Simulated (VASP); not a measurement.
# C in VASP: a series of runs, part 2 of 2

VASP 6.6.1. The steps go on from the part before.

## (3) Single point, PBE

INCAR reads:

```
SYSTEM = C
PREC     = Accurate       ! precision mode
ENCUT    = 520            ! plane-wave cutoff, eV
EDIFF    = 1E-7           ! SCF threshold, eV
ISMEAR   = -1             ! smearing method
SIGMA    = 0.05           ! smearing width, eV
LREAL    = Auto         
LASPH    = .True.         ! aspherical terms in the spheres
NELM     = 80             ! most SCF steps
ALGO     = Normal         ! electronic algorithm
ISIF     = 2              ! what is computed and relaxed
LWAVE    = .False.        ! write WAVECAR
LCHARG   = .False.        ! write CHGCAR
GGA      = PE             ! functional
NBANDS   = 51             ! bands
```

KPOINTS reads:

```
Automatic mesh
0
Gamma
  2 2 1
  0 0 0
```

POSCAR reads:

```
C
1.0
    7.3980000000      0.0000000000      0.0000000000
   -3.6990000000      6.4068560000      0.0000000000
    0.0000000000      0.0000000000     13.0000000000
C
18
Direct
   -0.0063368811     -0.0096459168      0.1027076923
    0.2022437832      0.1024059227      0.1141384615
   -0.0062346320      0.3299746397      0.1032461538
    0.2122537642      0.4340506482      0.1020692308
   -0.0227131372      0.6460579105      0.1006384615
    0.2134299712      0.7620586447      0.0976230769
    0.3168322345      0.0006555477      0.1050076923
    0.5472654444      0.1083995020      0.1063923077
    0.3214256010      0.3115724780      0.1000153846
    0.5499062989      0.4437433899      0.1049461538
    0.3210688000      0.6765252723      0.0889461538
    0.5588627828      0.7860953953      0.0858538462
    0.6572786297      0.0046356591      0.0993230769
    0.8948172260      0.1054495372      0.1006692308
    0.6542409309      0.3208906209      0.1026153846
    0.8804026759      0.4271205721      0.0983076923
    0.6672920360      0.6645381135      0.1009384615
    0.8920378108      0.7755598066      0.0987692308
```

Potentials or basis: VASP PAW PBE potentials, release 64 (C).

Started as:

```sh
cat potpaw_PBE.64/C/POTCAR > POTCAR
mpirun -np 1 vasp_std > vasp.out
```

OUTCAR:

```text
SYSTEM = C
   PREC = Accurate
   ENCUT = 520
   EDIFF = 1E-7
   ISMEAR = -1
   LREAL = Auto
   LASPH = .True.
   NELM = 80
   ISIF = 2
   GGA = PE

 ion  position               nearest neighbor table
   1  0.994  0.990  0.103-   2 1.35  14 1.37  18 1.38
   2  0.202  0.102  0.114-   1 1.35   9 1.36   7 1.39
   3  0.994  0.330  0.103-  16 1.35   4 1.40  14 1.44
   4  0.212  0.434  0.102-   3 1.40   9 1.49  11 1.57
   5  0.977  0.646  0.101-  18 1.39  16 1.41   6 1.51
   6  0.213  0.762  0.098-  11 1.25   5 1.51   7 1.54
[... 10 lines left out ...]
  17  0.667  0.665  0.101-  10 1.42  18 1.44  12 1.49
  18  0.892  0.776  0.099-   1 1.38   5 1.39  17 1.44

  LATTYP: Found a hexagonal cell.
 ALAT       =     7.3980000000
 C/A-ratio  =     1.7572316842

  Lattice vectors:

 A1 = (   7.3980000000,   0.0000000000,   0.0000000000)
 A2 = (  -3.6990000000,   6.4068560000,   0.0000000000)
 A3 = (   0.0000000000,   0.0000000000,  13.0000000000)

Analysis of symmetry for initial positions (statically):
=====================================================================
 Subroutine PRICEL returns:
 Original cell was already a primitive cell.

 Routine SETGRP: Setting up the symmetry group for a
 hexagonal supercell.

 Subroutine GETGRP returns: Found  1 space group operations
 (whereof  1 operations were pure point group operations)
 out of a pool of 24 trial point group operations.

The static configuration has the point symmetry C_1 .

Analysis of symmetry for dynamics (positions and initial velocities):
=====================================================================
 Subroutine PRICEL returns:
 Original cell was already a primitive cell.

[... 136 lines left out ...]
   IMIX   =      4    mixing-type and parameters
     AMIX     =   0.40;   BMIX     =  1.00
     AMIX_MAG =   1.60;   BMIX_MAG =  1.00
  volume/ion in A,a.u.               =      34.23       231.01
  Fermi-wavevector in a.u.,A,eV,Ry     =   0.800359  1.512459  8.715544  0.640574
  Thomas-Fermi vector in A             =   1.907639
   LORBIT       =      0    0 simple, 1 ext, 2 COOP (PROOUT), +10 PAW based schemes
   GGA     = PE    functional components
   LHFCALC =     F    Hartree Fock is set to
   AEXX    =    0.0000 exact exchange contribution
   IVDW    =     0    specifies the selected vdW correction
   LEPSILON=     F    determine dielectric tensor
   LRPA    =     F    only Hartree local field effects (RPA)
 non-spin polarized calculation
  energy-cutoff  :      520.00
  volume of cell :      616.17
 maximum number of plane-waves:     16651
 NGX is ok and might be reduce to    56
   NGX = 27   NGY = 27   NGZ = 49

 number of electron      72.0000000 magnetization

 Free energy of the ion-electron system (eV)
  ---------------------------------------------------
  ext. energy  EPLUGINS =         0.00000000
  ---------------------------------------------------
  free energy    TOTEN  =      -162.18703650 eV

  energy without entropy =     -162.15808850  energy(sigma->0) =     -162.17256250

 E-fermi :  -1.9416     XC(G=0):  -3.3074

 val. band max:       -1.9926239788   @ k =   0.0000   0.0000   0.0000
 cond. band min:      -1.8906677199   @ k =   0.0000   0.0000   0.0000
 fundamental gap:      0.1019562589
 Fermi energy:        -1.9416427302

 k-point     1 :       0.0000    0.0000    0.0000
  band No.  band energies     occupation
      1     -21.5428      2.00000
      2     -19.5478      2.00000
      3     -19.0922      2.00000
      4     -18.9522      2.00000
      5     -18.8487      2.00000
      6     -18.6939      2.00000
[... 193 lines left out ...]
     47       3.8978      0.00000
     48       3.9406      0.00000
 [bands above 48 left out]

------------------------ aborting loop because EDIFF is reached ----------------------------------------

  FORCE on cell =-STRESS in cart. coord.  units (eV):
  Direction    XX          YY          ZZ          XY          YZ          ZX
  --------------------------------------------------------------------------------------
  -------------------------------------------------------------------------------------
  Total        8.4554100      6.6966591     -0.7917482     -0.8055459      0.6695443      0.1041276
  in kB       21.9858172     17.4127005     -2.0587093     -2.0945860      1.7409539      0.2707532
  external PRESSURE =      12.4466028 kB  Pullay stress =       0.0000000 kB

 VOLUME and BASIS-vectors are now :
 -----------------------------------------------------------------------------
  energy-cutoff  :      520.00
  volume of cell :      616.17
      direct lattice vectors                 reciprocal lattice vectors
     7.398000000  0.000000000  0.000000000     0.135171668  0.078041398  0.000000000
    -3.699000000  6.406856000  0.000000000     0.000000000  0.156082796  0.000000000
     0.000000000  0.000000000 13.000000000     0.000000000  0.000000000  0.076923077

 POSITION                                       TOTAL-FORCE (eV/Angst)
 -----------------------------------------------------------------------------------
      3.68780      6.34506      1.33520        -2.243339      0.313801      0.162816
      1.11740      0.65610      1.48380         4.862894     -0.276952     -1.272043
      6.13130      2.11410      1.34220         3.390894     -2.514220     -0.159224
     -0.03530      2.78090      1.32690         1.151952      2.188673     -1.281920
      4.84020      4.13920      1.30830         3.981337      1.888370     -0.311202
     -1.23990      4.88240      1.26910        -9.265213      5.975740      0.812404
[... 10 lines left out ...]
      2.47850      4.25760      1.31220        -2.502615      1.233311     -1.311945
      3.73050      4.96890      1.28400        -2.316966     -3.430209      0.546871
 -----------------------------------------------------------------------------------
    total drift:                                0.020417     -0.007572     -0.011419

  FREE ENERGIE OF THE ION-ELECTRON SYSTEM (eV)
  ---------------------------------------------------
  free  energy   TOTEN  =      -162.1870364961 eV

  energy  without entropy=     -162.1580885032  energy(sigma->0) =     -162.17256250
```

OSZICAR:

```text
N       E                     dE             d eps       ncg     rms          rms(c)
DAV:   1     0.601720126374E+03    0.60172E+03   -0.28463E+04   424   0.110E+03
DAV:   2    -0.742791176012E+02   -0.67600E+03   -0.65167E+03   605   0.268E+02
DAV:   3    -0.171116855941E+03   -0.96838E+02   -0.96391E+02   472   0.106E+02
[... 16 lines left out ...]
DAV:  20    -0.162187032989E+03   -0.12974E-04   -0.59879E-07   413   0.189E-03    0.234E-04
DAV:  21    -0.162187035029E+03   -0.20401E-05   -0.40659E-08   362   0.730E-04    0.883E-05
DAV:  22    -0.162187036336E+03   -0.13064E-05   -0.47079E-08   295   0.509E-04    0.345E-05
DAV:  23    -0.162187036458E+03   -0.12281E-06   -0.37526E-09   376   0.222E-04    0.227E-05
DAV:  24    -0.162187036496E+03   -0.37660E-07    0.55293E-11   312   0.133E-04
   1 F= -.16218704E+03 E0= -.16217256E+03  d E =-.289480E-01
```

stdout:

```text
POSCAR found type information on POSCAR C
 POSCAR found :  1 types and      18 ions
 scaLAPACK will be used
 LDA part: xc-table for (Slater+PW92), standard interpolation
 POSCAR, INCAR and KPOINTS ok, starting setup
 FFT: planning ... GRIDC
 FFT: planning ... GRID_SOFT
 FFT: planning ... GRID
 WAVECAR not read
 entering main loop
```

It took 9.8 min on 1 thread of Intel Xeon 8259CL, shared host; peak memory 0.6 GiB.

Results:

```
Free energy   : -162.1870 eV
Largest force : 12.570 eV/Å
```

Forces on the atoms (eV/Å):
```
C   -2.243  0.314  0.163
C    4.863 -0.277 -1.272
C    3.391 -2.514 -0.159
C    1.152  2.189 -1.282
C    3.981  1.888 -0.311
C   -9.265  5.976  0.812
C    3.293 -3.257  0.399
C   -3.150 -1.349 -0.490
C   -2.641  6.778  1.334
C    1.129 -2.732 -0.726
C   10.616 -6.729  0.147
C   -1.562 -1.599  1.722
C    4.590 -2.051 -0.800
C   -5.196  0.387  0.311
C   -0.007  3.385  0.386
C   -4.132  1.790  0.531
C   -2.503  1.233 -1.312
C   -2.317 -3.430  0.547
```

Caveat: the k points lie up to 0.49 Å⁻¹ apart; the atoms stand as in a frame of molecular dynamics; there is no dipole correction, which matters where the two faces differ.

## (4) Single point, PBE

INCAR reads:

```
SYSTEM = C
PREC = Accurate ; ENCUT = 520
EDIFF = 1E-6 ; ISMEAR = -1
SIGMA = 0.05 ; LREAL = Auto
LASPH = .TRUE. ; NELM = 80
ALGO = Normal ; ISIF = 2
LWAVE = .FALSE. ; LCHARG = .TRUE.
GGA = PE ; LELF = .TRUE.
LVHAR = .TRUE. ; NBANDS = 51
```

KPOINTS reads:

```
regular mesh
0
G
  2 2 1
  0 0 0
```

POSCAR reads:

```
C
1.0
    7.3980000000      0.0000000000      0.0000000000
   -3.6990000000      6.4068560000      0.0000000000
    0.0000000000      0.0000000000     13.0000000000
C
18
Direct
   -0.0290302070     -0.0393796895      0.1088153846
    0.2104153125      0.0781974809      0.1150846154
   -0.0302319383      0.3084196055      0.1063615385
    0.1811996041      0.3946241339      0.1119384615
   -0.0149278310      0.6346482581      0.1117846154
    0.2107558293      0.7316224994      0.1111307692
    0.3172995176     -0.0347440305      0.1011461538
    0.5340278404      0.0672716852      0.1019846154
    0.3014637535      0.2831654091      0.1110384615
    0.5196904122      0.3964503026      0.1090538462
    0.3035169865      0.6195238351      0.1022846154
    0.5307986349      0.7231003787      0.0945000000
    0.6403570293     -0.0605133001      0.0959153846
    0.8647593738      0.0637442140      0.1002307692
    0.6348709567      0.2889092560      0.1114000000
    0.8680380981      0.4116371587      0.1126000000
    0.6280457810      0.6148101346      0.0907153846
    0.8476560647      0.7384589259      0.0921538462
```

Started as:

```sh
cat potpaw_PBE.64/C/POTCAR > POTCAR
mpirun -np 1 vasp_std > vasp.out
```

Wall time 13 min (1 thread of Intel Xeon 8259CL, shared host); peak memory 0.6 GiB.

The run converged. Its results:

```yaml
Free_energy: -162.6234 eV
Largest_force: 7.845 eV/Å
```

Forces in eV/Å, atoms in the order of the input:
```
C    2.492 -1.083 -1.107
C   -2.151 -5.868 -0.903
C    4.163 -6.637  0.407
C    2.389  2.332 -1.037
C   -2.163 -0.991 -0.909
C   -6.282  3.648 -1.038
C    0.514 -1.809  1.399
C    0.476 -0.203  0.002
C   -1.452  3.649  0.304
C    1.791 -0.626 -0.774
C    3.458 -2.395  0.811
C   -4.908  1.774 -0.060
C   -0.738  3.651  0.147
C   -3.669  2.441  0.479
C    1.244  0.957 -0.546
C   -4.568  1.882 -0.223
C    4.099 -0.498  0.794
C    5.306 -0.223  2.255
```

Caveat: the k points lie up to 0.49 Å⁻¹ apart; the atoms stand as in a frame of molecular dynamics; there is no dipole correction, which matters where the two faces differ.

## (5) Overview

```csv
cell,largest force (eV/Å)
"as given, atomic positions A",4.83
"as given, atomic positions B",12.57
"as given, atomic positions C",7.85
```

Alike in all rows: task single point; level PBE; potentials or basis VASP PAW PBE potentials, release 64 (C); no spin polarisation; k mesh 2 × 2 × 1; cutoff (eV) 520; smearing fermi-dirac 0.05 eV.

Caveats: all runs use coarse meshes; there is no dipole correction, which matters where the two faces differ; the atoms stand as in a frame of molecular dynamics (at least some runs).

Absolute energies hang on the potentials; compare differences alone.
